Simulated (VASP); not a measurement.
# Ti in VASP: single point with PBE

Aim: the single point of Ti with PBE.

All numbers are computed with VASP 6.6.1; they aren't measurements. Logs are shortened: lines on timing, memory, paths and dates and some standing lists are left out, and cuts for length are marked.

### Step 1. The cell of the first run

The cell holds a cluster in a box, 1 atom: a = 8.500 Å, b = 8.500 Å, c = 8.500 Å, α = 90.00°, β = 90.00°, γ = 90.00°.

### Step 2. Single point, PBE, collinear spin, ferromagnetic start

INCAR

```
ALGO = Normal ; EDIFF = 1E-6
ENCUT = 400 ; GGA = PE
GGA_COMPAT = F ; ISIF = 2
ISMEAR = 1 ; ISPIN = 2
LASPH = T ; LCHARG = F
LMAXMIX = 4 ; LORBIT = 11
LREAL = F ; LWAVE = F
MAGMOM = 2 ; NBANDS = 16
NELM = 200 ; PREC = Accurate
SIGMA = 0.1
```

KPOINTS

```
k-points
0
Gamma
  1 1 1
```

POSCAR

```
Ti
1.0
    8.5000000000      0.0000000000      0.0000000000
    0.0000000000      8.5000000000      0.0000000000
    0.0000000000      0.0000000000      8.5000000000
Ti
1
Direct
    0.0000000000      0.0000000000      0.0000000000
```

Potentials or basis: VASP PAW PBE potentials, release 64 (Ti_sv).

The run is started by

```sh
$ cat potpaw_PBE.64/Ti_sv/POTCAR > POTCAR
$ mpirun -np 1 vasp_gam > vasp.out
```

OUTCAR:

```text
EDIFF = 1E-6
   ENCUT = 400
   GGA = PE
   ISIF = 2
   ISMEAR = 1
   ISPIN = 2
   LASPH = T
   LORBIT = 11
   LREAL = F
   NELM = 200
   PREC = Accurate

 ion  position               nearest neighbor table
   1  0.000  0.000  0.000-

  LATTYP: Found a simple cubic cell.
 ALAT       =     8.5000000000

  Lattice vectors:

 A1 = (   8.5000000000,   0.0000000000,   0.0000000000)
 A2 = (   0.0000000000,   8.5000000000,   0.0000000000)
 A3 = (   0.0000000000,   0.0000000000,   8.5000000000)

Analysis of symmetry for initial positions (statically):
=====================================================================
 Subroutine PRICEL returns:
 Original cell was already a primitive cell.

 Routine SETGRP: Setting up the symmetry group for a
 simple cubic supercell.

 Subroutine GETGRP returns: Found 48 space group operations
[... 9 lines left out ...]

 Routine SETGRP: Setting up the symmetry group for a
 simple cubic supercell.

 Subroutine GETGRP returns: Found 48 space group operations
 (whereof 48 operations were pure point group operations)
 out of a pool of 48 trial point group operations.

The dynamic configuration has the point symmetry O_h .

Analysis of structural, dynamic, and magnetic symmetry:
=====================================================================
 Subroutine PRICEL returns:
 Original cell was already a primitive cell.

 Routine SETGRP: Setting up the symmetry group for a
 simple cubic supercell.

 Subroutine GETGRP returns: Found 48 space group operations
 (whereof 48 operations were pure point group operations)
 out of a pool of 48 trial point group operations.

The overall configuration has the point symmetry O_h .

 Subroutine INISYM returns: Found 48 space group operations
[... 5 lines left out ...]
                                     Primitive cell

  volume of cell :     614.1250

  direct lattice vectors                    reciprocal lattice vectors
     8.500000000  0.000000000  0.000000000     0.117647059  0.000000000  0.000000000
     0.000000000  8.500000000  0.000000000     0.000000000  0.117647059  0.000000000
     0.000000000  0.000000000  8.500000000     0.000000000  0.000000000  0.117647059

  length of vectors
     8.500000000  8.500000000  8.500000000     0.117647059  0.117647059  0.117647059

  position of ions in fractional coordinates (direct lattice)
     0.000000000  0.000000000  0.000000000

  ion indices of the primitive-cell ions
   primitive index   ion index
                 1           1

----------------------------------------------------------------------------------------

 KPOINTS: k-points

Automatic generation of k-mesh.
 Grid dimensions read from file:
 generate k-points for:    1    1    1

 Generating k-lattice:

  Cartesian coordinates                     Fractional coordinates (reciprocal lattice)
     0.117647059  0.000000000  0.000000000     1.000000000  0.000000000  0.000000000
     0.000000000  0.117647059  0.000000000     0.000000000  1.000000000  0.000000000
     0.000000000  0.000000000  0.117647059     0.000000000  0.000000000  1.000000000

  Length of vectors
     0.117647059  0.117647059  0.117647059

  Shift w.r.t. Gamma in fractional coordinates (k-lattice)
     0.000000000  0.000000000  0.000000000

 Subroutine IBZKPT returns following result:
 ===========================================

 Found      1 irreducible k-points:

 Following reciprocal coordinates:
            Coordinates               Weight
  0.000000  0.000000  0.000000      1.000000
   k-points           NKPTS =      1   k-points in BZ     NKDIM =      1   number of bands    NBANDS=     16
   number of dos      NEDOS =    301   number of ions     NIONS =      1
   total plane-waves  NPLWV = 175616
   dimension x,y,z NGX =    56 NGY =   56 NGZ =   56
   dimension x,y,z NGXF=   112 NGYF=  112 NGZF=  112
   ions per type =               1
   NGX,Y,Z   is equivalent  to a cutoff of  10.95, 10.95, 10.95 a.u.
   NGXF,Y,Z  is equivalent  to a cutoff of  21.91, 21.91, 21.91 a.u.
 SYSTEM =  unknown system
   PREC   = accura    normal or accurate (medium, high low for compatibility)
   ISTART =      0    job   : 0-new  1-cont  2-samecut
   ICHARG =      2    charge: 1-file 2-atom 10-const
   ISPIN  =      2    spin polarized calculation?
   LNONCOLLINEAR =      F non collinear calculations
   LSORBIT =      F    spin-orbit coupling
   LASPH  =      T    aspherical Exc in radial PAW
   ENCUT  =  400.0 eV  29.40 Ry    5.42 a.u.  13.86 13.86 13.86*2*pi/ulx,y,z
   NELM   =    200;   NELMIN=  2; NELMDL= -5     # of ELM steps
   EDIFF  = 0.1E-05   stopping-criterion for ELM
   LREAL  =      F    real-space projection
   EDIFFG = 0.1E-04   stopping-criterion for IOM
   NSW    =      0    number of steps for IOM
   IBRION =     -1    ionic relax: 0-MD 1-quasi-New 2-CG
   NFREE  =      0    steps in history (QN), initial steepest desc. (CG)
   ISIF   =      2    stress and relaxation
   ISYM   =      2    0-nonsym 1-usesym 2-fastsym
   POTIM  = 0.5000    time-step for ionic-motion
   TEBEG  =    0.0;   TEEND  =   0.0 temperature during run
   PSTRESS=    0.0 pullay stress
   NELECT =      12.0000    total number of electrons
   NUPDOWN=      -1.0000    fix difference up-down
   EMIN   =  10.00;   EMAX   =-10.00  energy-range for DOS
   EFERMI =   0.00;   METHOD = LEGACY
   ISMEAR =     1;   SIGMA  =   0.10  broadening in eV -4-tet -1-fermi 0-gaus
   EFERMI_NEDOS =   21; number of points for ismear=-14 and -15
   IALGO  =     38    algorithm
   IMIX   =      4    mixing-type and parameters
     AMIX     =   0.40;   BMIX     =  1.00
     AMIX_MAG =   1.60;   BMIX_MAG =  1.00
  volume/ion in A,a.u.               =     614.12      4144.32
  Fermi-wavevector in a.u.,A,eV,Ry     =   0.440944  0.833262  2.645397  0.194431
  Thomas-Fermi vector in A             =   1.415942
   LORBIT       =     11    0 simple, 1 ext, 2 COOP (PROOUT), +10 PAW based schemes
   GGA     = PE    functional components
   LHFCALC =     F    Hartree Fock is set to
   AEXX    =    0.0000 exact exchange contribution
   IVDW    =     0    specifies the selected vdW correction
   LEPSILON=     F    determine dielectric tensor
   LRPA    =     F    only Hartree local field effects (RPA)
 spin polarized calculation
 Methfessel and Paxton  Order N= 1 SIGMA  =   0.10
  energy-cutoff  :      400.00
  volume of cell :      614.12
 maximum number of plane-waves:      5538
 NGX is ok and might be reduce to    54
   NGX = 27   NGY = 27   NGZ = 27

 number of electron      11.9999974 magnetization       2.5941375

 Free energy of the ion-electron system (eV)
  ---------------------------------------------------
  ext. energy  EPLUGINS =         0.00000000
  ---------------------------------------------------
  free energy    TOTEN  =        -2.52395754 eV

  energy without entropy =       -2.50075338  energy(sigma->0) =       -2.51622282

 E-fermi :  -3.3100     XC(G=0):  -1.8149

 val. band max:       -3.3348239825   @ k =   0.0000   0.0000   0.0000
 cond. band min:      -3.2542158132   @ k =   0.0000   0.0000   0.0000
 fundamental gap:      0.0806081692
 Fermi energy:        -3.3100154387

 spin component 1

 k-point     1 :       0.0000    0.0000    0.0000
  band No.  band energies     occupation
      1     -61.6452      1.00000
      2     -37.9252      1.00000
      3     -37.9251      1.00000
      4     -37.9251      1.00000
      5      -4.1214      1.00000
      6      -3.9858      1.00000
[... 8 lines left out ...]
     15       0.9703      0.00000
     16       0.9704      0.00000
 Fermi energy:        -3.3100154387

 spin component 2

 k-point     1 :       0.0000    0.0000    0.0000
  band No.  band energies     occupation
      1     -59.8047      1.00000
      2     -36.0966      1.00000
      3     -36.0966      1.00000
      4     -36.0966      1.00000
      5      -3.3348      0.70295
      6      -2.1846     -0.00000
[... 8 lines left out ...]
     15       1.2277      0.00000
     16       1.2277      0.00000

------------------------ aborting loop because EDIFF is reached ----------------------------------------

  FORCE on cell =-STRESS in cart. coord.  units (eV):
  Direction    XX          YY          ZZ          XY          YZ          ZX
  --------------------------------------------------------------------------------------
  -------------------------------------------------------------------------------------
  Total       -0.3684704     -0.3684704     -0.3684704     -0.0000000     -0.0000000      0.0000000
  in kB       -0.9612943     -0.9612943     -0.9612943     -0.0000000     -0.0000000      0.0000000
  external PRESSURE =      -0.9612943 kB  Pullay stress =       0.0000000 kB

 VOLUME and BASIS-vectors are now :
 -----------------------------------------------------------------------------
  energy-cutoff  :      400.00
  volume of cell :      614.12
      direct lattice vectors                 reciprocal lattice vectors
     8.500000000  0.000000000  0.000000000     0.117647059  0.000000000  0.000000000
     0.000000000  8.500000000  0.000000000     0.000000000  0.117647059  0.000000000
     0.000000000  0.000000000  8.500000000     0.000000000  0.000000000  0.117647059

 POSITION                                       TOTAL-FORCE (eV/Angst)
 -----------------------------------------------------------------------------------
      0.00000      0.00000      0.00000         0.000000      0.000000      0.000000
 -----------------------------------------------------------------------------------
    total drift:                               -0.000000     -0.000000     -0.000000

  FREE ENERGIE OF THE ION-ELECTRON SYSTEM (eV)
  ---------------------------------------------------
  free  energy   TOTEN  =        -2.5239575367 eV

  energy  without entropy=       -2.5007533838  energy(sigma->0) =       -2.51622282

 total charge

# of ion       s       p       d       tot
------------------------------------------
    1        2.281   5.915   1.867  10.063

 magnetization (x)

# of ion       s       p       d       tot
------------------------------------------
    1        0.076   0.002   1.867   1.945
```

Wall time 2.2 min (1 thread of Intel Xeon 8259CL, shared host); peak memory 0.51 GiB.

Results:

```
Free energy                                           : -2.5240 eV
Gap between the frontier levels                       : 0.08 eV
Net moment                                            : 2.59 μB per cell
Site moments                                          : Ti +1.95 μB
Valence electrons inside the program's atomic spheres : Ti 10.06
```
